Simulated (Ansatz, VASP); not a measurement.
# One calculation of MgSi8, two programs

Contents of INCAR:

```
SYSTEM = MgSi8
ALGO = Normal
EDIFF = 1E-7
EDIFFG = -0.01
ENCUT = 600
GGA = PE
GGA_COMPAT = .FALSE.
IBRION = 2
ISIF = 3
ISMEAR = 0
LASPH = .TRUE.
LCHARG = .FALSE.
LREAL = .FALSE.
LWAVE = .FALSE.
NELM = 120
NELMIN = 4
NSW = 100
PREC = Accurate
SIGMA = 0.1
```

KPOINTS

```
k-points
0
G
  6 6 8
  0 0 0
```

POSCAR

```
MgSi8
1.0
    6.9151326094      0.0000000000      0.0000000000
    0.0000000000      6.9151326094      0.0000000000
    0.0000000000      0.0000000000      5.2656440969
Mg Si
1 8
Direct
    0.0000000000      0.0000000000      0.0000000000
    0.5000000000      0.0000000000      0.7905743094
    0.0000000000      0.5000000000      0.7905743094
    0.2440276310      0.0000000000      0.5000000000
    0.7559723690      0.0000000000      0.5000000000
    0.0000000000      0.2440276310      0.5000000000
    0.0000000000      0.7559723690      0.5000000000
    0.5000000000      0.0000000000      0.2094256906
    0.0000000000      0.5000000000      0.2094256906
```

Input for Ansatz:

```yaml
crystal:
  lattice:
    - [6.9151326094, 0.0, 0.0]
    - [0.0, 6.9151326094, 0.0]
    - [0.0, 0.0, 5.2656440969]
  atoms:
    - { symbol: Mg, position: [0.0, 0.0, 0.0] }
    - { symbol: Si, position: [0.5, 0.0, 0.7905743094] }
    - { symbol: Si, position: [0.0, 0.5, 0.7905743094] }
    - { symbol: Si, position: [0.244027631, 0.0, 0.5] }
    - { symbol: Si, position: [0.755972369, 0.0, 0.5] }
    - { symbol: Si, position: [0.0, 0.244027631, 0.5] }
    - { symbol: Si, position: [0.0, 0.755972369, 0.5] }
    - { symbol: Si, position: [0.5, 0.0, 0.2094256906] }
    - { symbol: Si, position: [0.0, 0.5, 0.2094256906] }
basis:
  ecutwfc: 420
kpoints:
  mp_grid: { grid: [6, 6, 8] }
hamiltonian:
  xc: pbe
scf:
  occupations: { method: gaussian, width: 0.1 }
output:
  forces: true
  stress: true
  eigenvalues: true
  write_density: true
  write_potential: true
  elf: true
  volumetric_format: npy
relax:
  adjacent_minimum: "off"
  f_tol: 0.01
  max_steps: 80
  cell: { stress_tol: 0.05 }
```

Alike in both runs: task relaxation of cell and atoms; functional PBE; k mesh 6 × 6 × 8; occupations gaussian, width 0.1 eV; no spin polarisation.

```csv
,VASP,Ansatz
version,VASP 6.6.1,Ansatz 0.2.0
potentials or method,"VASP PAW PBE potentials, release 64 (Mg, Si), cutoff 600 eV","scalar-relativistic, plane waves, PAW"
valence electrons in the cell,34,42
```

VASP gave:

```
gap on the k mesh at the Fermi level, each at its own relaxed structure (eV)  : none
relaxed volume (Å³/atom)                                                      : 28.04
relaxed length of the cell vector where the two differ most in proportion (Å) : 6.893
```

Which values does Ansatz return?

gap on the k mesh at the Fermi level, each at its own relaxed structure (eV): none; relaxed volume (Å³/atom): 28.08; relaxed length of the cell vector where the two differ most in proportion (Å): 6.896.

A gap of «none» marks a metal or a gap that the smearing closes. VASP's potentials hold 34 valence electrons a cell and Ansatz's 42, so a difference there can come from the potentials and not from the codes.
